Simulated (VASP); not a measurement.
# BaTiO3 (P4mm) in VASP: single point with r2SCAN

Aim: the single point of BaTiO3 with r2SCAN.

All numbers are computed with VASP 6.6.1; they aren't measurements. Logs are shortened: lines on timing, memory, paths and dates and some standing lists are left out, and cuts for length are marked.

### 1 The cell of the first run

The structure is tetragonal, space group P4mm (No. 99). Conventional cell: a = 4.021 Å, b = 4.021 Å, c = 4.045 Å, α = 90.00°, β = 90.00°, γ = 90.00°. Within 3.7 Å of Ba (site symmetry 4mm) lie 12 O at 2.81 to 2.89 Å and 8 Ti at 3.48 to 3.49 Å. Ti (site symmetry 4mm) has 6 O at 1.95 to 2.09 Å within 2.6 Å. Within 2.6 Å of O (site symmetry 4mm) lie 2 Ti at 1.95 to 2.09 Å. O (site symmetry 2mm) has 2 Ti at 2.01 Å and 8 O at 2.77 to 2.93 Å and 4 Ba at 2.81 to 2.89 Å within 3.0 Å.

### 2 Single point, r2SCAN

Input file POSCAR:

```
BaTiO3
1.0
    4.0214021400      0.0000000000      0.0000000000
    0.0000000000      4.0214021400      0.0000000000
    0.0000000000      0.0000000000      4.0449344000
Ba Ti O
1 1 3
Direct
    0.0000000000      0.0000000000      0.0000000000
    0.5000000000      0.5000000000      0.5021000000
    0.5000000000      0.5000000000      0.9847000000
    0.5000000000      0.0000000000      0.5130000000
    0.0000000000      0.5000000000      0.5130000000
```

Input file INCAR.step1:

```
SYSTEM = BaTiO3
PREC     = Accurate       ! precision mode
ENCUT    = 910            ! plane-wave cutoff, eV
ISMEAR   = -1             ! smearing method
SIGMA    = 0.1            ! smearing width, eV
LREAL    = .FALSE.        ! projectors in reciprocal space
LASPH    = .TRUE.         ! aspherical terms in the spheres
NELM     = 120            ! most SCF steps
NBANDS   = 28             ! bands
GGA      = PE             ! functional
ALGO     = Normal         ! electronic algorithm
EDIFF    = 1E-5           ! SCF threshold, eV
LWAVE    = .TRUE.         ! write WAVECAR
LCHARG   = .FALSE.        ! write CHGCAR
GGA_COMPAT= .FALSE.
```

Input file INCAR.step2:

```
SYSTEM = BaTiO3
PREC     = Accurate       ! precision mode
ENCUT    = 910            ! plane-wave cutoff, eV
EDIFF    = 1E-6           ! SCF threshold, eV
ISMEAR   = -1             ! smearing method
SIGMA    = 0.1            ! smearing width, eV
LREAL    = .FALSE.        ! projectors in reciprocal space
LASPH    = .TRUE.         ! aspherical terms in the spheres
NELM     = 120            ! most SCF steps
ALGO     = Normal         ! electronic algorithm
ISIF     = 2              ! what is computed and relaxed
LWAVE    = .FALSE.        ! write WAVECAR
LCHARG   = .TRUE.         ! write CHGCAR
METAGGA  = R2SCAN         ! meta-GGA
LMIXTAU  = .TRUE.       
LELF     = .TRUE.         ! ELF
LVHAR    = .TRUE.       
NBANDS   = 28             ! bands
ISTART   = 1            
GGA_COMPAT= .FALSE.
```

Input file KPOINTS:

```
Automatic mesh
0
G
  6 6 6
  0 0 0
```

Potentials or basis: VASP PAW PBE potentials, release 64 (Ba_sv, Ti_sv, O_h).

On the command line:

```console
cat potpaw_PBE.64/Ba_sv/POTCAR potpaw_PBE.64/Ti_sv/POTCAR potpaw_PBE.64/O_h/POTCAR > POTCAR
cp INCAR.step1 INCAR
mpirun -np 1 vasp_std > vasp.out
cp INCAR.step2 INCAR
mpirun -np 1 vasp_std > vasp.out
```

OUTCAR:

```text
SYSTEM = BaTiO3
   PREC = Accurate
   ENCUT = 910
   EDIFF = 1E-6
   ISMEAR = -1
   LREAL = .FALSE.
   LASPH = .TRUE.
   NELM = 120
   ISIF = 2
   METAGGA = R2SCAN
   ISTART = 1

 ion  position               nearest neighbor table
   1  0.000  0.000  0.000-   4 2.81   5 2.81   5 2.81   4 2.81   3 2.84   3 2.84   3 2.84   3 2.84
                             4 2.89   5 2.89   5 2.89   4 2.89   2 3.48   2 3.48   2 3.48   2 3.48
   2  0.500  0.500  0.502-   3 1.95   4 2.01   5 2.01   4 2.01   5 2.01   3 2.09   1 3.48   1 3.48
                             1 3.48   1 3.48   1 3.49   1 3.49   1 3.49   1 3.49
   3  0.500  0.500  0.985-   2 1.95   2 2.09   1 2.84   1 2.84   1 2.84   1 2.84
   4  0.500  0.000  0.513-   2 2.01   2 2.01   1 2.81   1 2.81   1 2.89   1 2.89
   5  0.000  0.500  0.513-   2 2.01   2 2.01   1 2.81   1 2.81   1 2.89   1 2.89

  LATTYP: Found a simple tetragonal cell.
 ALAT       =     4.0214021400
 C/A-ratio  =     1.0058517550

  Lattice vectors:

 A1 = (   4.0214021400,   0.0000000000,   0.0000000000)
 A2 = (   0.0000000000,   4.0214021400,   0.0000000000)
 A3 = (   0.0000000000,   0.0000000000,   4.0449344000)

Analysis of symmetry for initial positions (statically):
=====================================================================
 Subroutine PRICEL returns:
 Original cell was already a primitive cell.

 Routine SETGRP: Setting up the symmetry group for a
 simple tetragonal supercell.

 Subroutine GETGRP returns: Found  8 space group operations
 (whereof  8 operations were pure point group operations)
 out of a pool of 16 trial point group operations.

The static configuration has the point symmetry C_4v.

Analysis of symmetry for dynamics (positions and initial velocities):
=====================================================================
 Subroutine PRICEL returns:
 Original cell was already a primitive cell.

 Routine SETGRP: Setting up the symmetry group for a
 simple tetragonal supercell.

 Subroutine GETGRP returns: Found  8 space group operations
 (whereof  8 operations were pure point group operations)
 out of a pool of 16 trial point group operations.

The dynamic configuration has the point symmetry C_4v.

 Subroutine INISYM returns: Found  8 space group operations
 (whereof  8 operations are pure point group operations),
 and found     1 'primitive' translations

----------------------------------------------------------------------------------------
[... 99 lines left out ...]
   EDIFF  = 0.1E-05   stopping-criterion for ELM
   LREAL  =      F    real-space projection
   EDIFFG = 0.1E-04   stopping-criterion for IOM
   NSW    =      0    number of steps for IOM
   IBRION =     -1    ionic relax: 0-MD 1-quasi-New 2-CG
   NFREE  =      0    steps in history (QN), initial steepest desc. (CG)
   ISIF   =      2    stress and relaxation
   ISYM   =      2    0-nonsym 1-usesym 2-fastsym
   POTIM  = 0.5000    time-step for ionic-motion
   TEBEG  =    0.0;   TEEND  =   0.0 temperature during run
   PSTRESS=    0.0 pullay stress
   NELECT =      40.0000    total number of electrons
   NUPDOWN=      -1.0000    fix difference up-down
   EMIN   =  10.00;   EMAX   =-10.00  energy-range for DOS
   EFERMI =   0.00;   METHOD = LEGACY
   ISMEAR =    -1;   SIGMA  =   0.10  broadening in eV -4-tet -1-fermi 0-gaus
   EFERMI_NEDOS =   21; number of points for ismear=-14 and -15
   IALGO  =     38    algorithm
   IMIX   =      4    mixing-type and parameters
     AMIX     =   0.40;   BMIX     =  1.00
     AMIX_MAG =   1.60;   BMIX_MAG =  1.00
  volume/ion in A,a.u.               =      13.08        88.29
  Fermi-wavevector in a.u.,A,eV,Ry     =   1.389545  2.625860 26.270615  1.930836
  Thomas-Fermi vector in A             =   2.513566
   LORBIT       =      0    0 simple, 1 ext, 2 COOP (PROOUT), +10 PAW based schemes
   METAGGA = R2SCAN    functional components
   LHFCALC =     F    Hartree Fock is set to
   AEXX    =    0.0000 exact exchange contribution
   IVDW    =     0    specifies the selected vdW correction
   LEPSILON=     F    determine dielectric tensor
   LRPA    =     F    only Hartree local field effects (RPA)
 non-spin polarized calculation
  energy-cutoff  :      910.00
  volume of cell :       65.41
 maximum number of plane-waves:      4096
 NGX is ok and might be reduce to    40
   NGX = 19   NGY = 19   NGZ = 19

 number of electron      40.0000005 magnetization

 Free energy of the ion-electron system (eV)
  ---------------------------------------------------
  ext. energy  EPLUGINS =         0.00000000
  ---------------------------------------------------
  free energy    TOTEN  =       -74.20886500 eV

  energy without entropy =      -74.20885633  energy(sigma->0) =      -74.20886066

 E-fermi :   4.8261     XC(G=0): -11.8073

 val. band max:        3.7430169741   @ k =   0.5000   0.5000   0.5000
 cond. band min:       5.8451582843   @ k =   0.0000   0.0000   0.0000
 fundamental gap:      2.1021413102
 Fermi energy:         4.8260929514

 k-point     1 :       0.0000    0.0000    0.0000
  band No.  band energies     occupation
      1     -55.2222      2.00000
      2     -30.3804      2.00000
      3     -30.3685      2.00000
      4     -30.3685      2.00000
      5     -21.7919      2.00000
      6     -14.0882      2.00000
[... 733 lines left out ...]
     27      12.4564      0.00000
     28      13.7422      0.00000

 [... further k-points ...]

------------------------ aborting loop because EDIFF is reached ----------------------------------------

  FORCE on cell =-STRESS in cart. coord.  units (eV):
  Direction    XX          YY          ZZ          XY          YZ          ZX
  --------------------------------------------------------------------------------------
  -------------------------------------------------------------------------------------
  Total       -0.9181847     -0.9181847     -1.1912017      0.0000000     -0.0000000      0.0000000
  in kB      -22.4892063    -22.4892063    -29.1762453      0.0000000     -0.0000000      0.0000000
  external PRESSURE =     -24.7182193 kB  Pullay stress =       0.0000000 kB

 VOLUME and BASIS-vectors are now :
 -----------------------------------------------------------------------------
  energy-cutoff  :      910.00
  volume of cell :       65.41
      direct lattice vectors                 reciprocal lattice vectors
     4.021402140  0.000000000  0.000000000     0.248669485  0.000000000  0.000000000
     0.000000000  4.021402140  0.000000000     0.000000000  0.248669485  0.000000000
     0.000000000  0.000000000  4.044934400     0.000000000  0.000000000  0.247222798

 POSITION                                       TOTAL-FORCE (eV/Angst)
 -----------------------------------------------------------------------------------
      0.00000      0.00000      0.00000         0.000000      0.000000      0.040009
      2.01070      2.01070      2.03096         0.000000     -0.000000      0.521130
      2.01070      2.01070      3.98305         0.000000      0.000000      0.671776
      2.01070      0.00000      2.07505         0.000000      0.000000     -0.616457
      0.00000      2.01070      2.07505         0.000000      0.000000     -0.616457
 -----------------------------------------------------------------------------------
    total drift:                                0.000000      0.000000     -0.006610

  FREE ENERGIE OF THE ION-ELECTRON SYSTEM (eV)
  ---------------------------------------------------
  free  energy   TOTEN  =       -74.2088649959 eV

  energy  without entropy=      -74.2088563252  energy(sigma->0) =      -74.20886066
```

OSZICAR.step1:

```text
N       E                     dE             d eps       ncg     rms          rms(c)
DAV:   1     0.593550627720E+03    0.59355E+03   -0.28589E+04  2240   0.234E+03
DAV:   2     0.591119836283E+02   -0.53444E+03   -0.50942E+03  2364   0.547E+02
DAV:   3    -0.445695473398E+02   -0.10368E+03   -0.98254E+02  3420   0.189E+02
DAV:   4    -0.507500599117E+02   -0.61805E+01   -0.61573E+01  2992   0.458E+01
DAV:   5    -0.510013753767E+02   -0.25132E+00   -0.25115E+00  3476   0.841E+00    0.229E+01
DAV:   6    -0.401357458229E+02    0.10866E+02   -0.56464E+01  3276   0.651E+01    0.100E+01
DAV:   7    -0.401412481652E+02   -0.55023E-02   -0.10841E+01  3052   0.230E+01    0.659E+00
DAV:   8    -0.399756488604E+02    0.16560E+00   -0.66185E-01  2736   0.659E+00    0.388E+00
DAV:   9    -0.399949164520E+02   -0.19268E-01   -0.50056E-01  3252   0.655E+00    0.182E+00
DAV:  10    -0.399664562707E+02    0.28460E-01   -0.22954E-01  2764   0.456E+00    0.765E-01
DAV:  11    -0.399592888531E+02    0.71674E-02   -0.32927E-02  2880   0.115E+00    0.312E-01
DAV:  12    -0.399588853287E+02    0.40352E-03   -0.67623E-03  2656   0.797E-01    0.129E-01
DAV:  13    -0.399586572437E+02    0.22808E-03   -0.82601E-04  2836   0.288E-01    0.264E-02
DAV:  14    -0.399586646693E+02   -0.74256E-05   -0.67693E-05  2980   0.688E-02
   1 F= -.39958665E+02 E0= -.39958640E+02  d E =-.491824E-04
```

It took 4.2 min on 1 thread of AMD EPYC 9R45 (Zen 5), shared host; peak memory 0.35 GiB.

What came out:

| Quantity | Value |
| --- | --- |
| Free energy | -74.2089 eV |
| Pressure | -2.5 GPa |
| Largest force | 0.672 eV/Å |
| Band gap on the k mesh | 2.10 eV (least direct gap 2.28 eV) |

Forces in eV/Å, atoms in the order of the input:
```
Ba   0.000  0.000  0.040
Ti   0.000  0.000  0.521
O    0.000  0.000  0.672
O    0.000  0.000 -0.616
O    0.000  0.000 -0.616
```

Caveat: the cutoff is under 1.25 times the usual one of these potentials, so pressure, stress and relaxed cells hold a basis-set (Pulay) error; the PAW data sets were made with another functional, which shifts forces and pressure a little; spin-orbit coupling is left out, which moves the levels of the heavy elements.
